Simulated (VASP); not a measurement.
Here is a VASP 6.6.1 calculation.

File INCAR:

```
SYSTEM = NaCl
PREC     = Accurate       ! precision mode
ENCUT    = 500            ! plane-wave cutoff, eV
EDIFF    = 1E-6           ! SCF threshold, eV
ISMEAR   = 0              ! smearing method
SIGMA    = 0.02           ! smearing width, eV
LREAL    = .False.        ! projectors in reciprocal space
LASPH    = .True.         ! aspherical terms in the spheres
NELM     = 120            ! most SCF steps
ALGO     = Normal         ! electronic algorithm
ISIF     = 2              ! what is computed and relaxed
LWAVE    = .False.        ! write WAVECAR
LCHARG   = .False.        ! write CHGCAR
GGA      = PE             ! functional
NBANDS   = 46             ! bands
GGA_COMPAT= .False.
```

File KPOINTS:

```
Automatic mesh
0
Gamma
  9 9 3
  0 0 0
```

POSCAR

```
NaCl
1.0
    3.9828522939      0.0000000000      0.0000000000
   -1.9914261469      3.4492512661      0.0000000000
    0.0000000000      0.0000000000     16.9982172750
Na Cl
5 5
Direct
    0.0000000000      0.0000000000      0.0049909232
    0.3333333333      0.6666666667      0.2000000000
    0.6666666667      0.3333333333      0.3950090768
    0.0000000000      0.0000000000      0.5962373107
    0.6666666667      0.3333333333      0.8037626893
    0.6666666667      0.3333333333      0.1024963599
    0.0000000000      0.0000000000      0.2975036401
    0.3333333333      0.6666666667      0.4926314359
    0.3333333333      0.6666666667      0.7000000000
    0.3333333333      0.6666666667      0.9073685641
```

Potentials or basis: VASP PAW PBE potentials, release 64 (Na_pv, Cl).

Run with:

```bash
$ cat potpaw_PBE.64/Na_pv/POTCAR potpaw_PBE.64/Cl/POTCAR > POTCAR
$ mpirun -np 1 vasp_std > vasp.out
```

Problem. What does it give for the band gap on the k mesh?

Solution. 4.75 eV.

Problem. Predict the pressure.

Solution. 0.0 GPa.

Forces on the atoms (eV/Å):
```
Na   0.000  0.000  0.003
Na   0.000  0.000  0.000
Na   0.000  0.000 -0.003
Na   0.000  0.000 -0.001
Na   0.000  0.000  0.001
Cl   0.000  0.000  0.000
Cl   0.000  0.000  0.000
Cl   0.000  0.000  0.003
Cl   0.000  0.000  0.000
Cl   0.000  0.000 -0.003
```

A k mesh can miss the band edges.
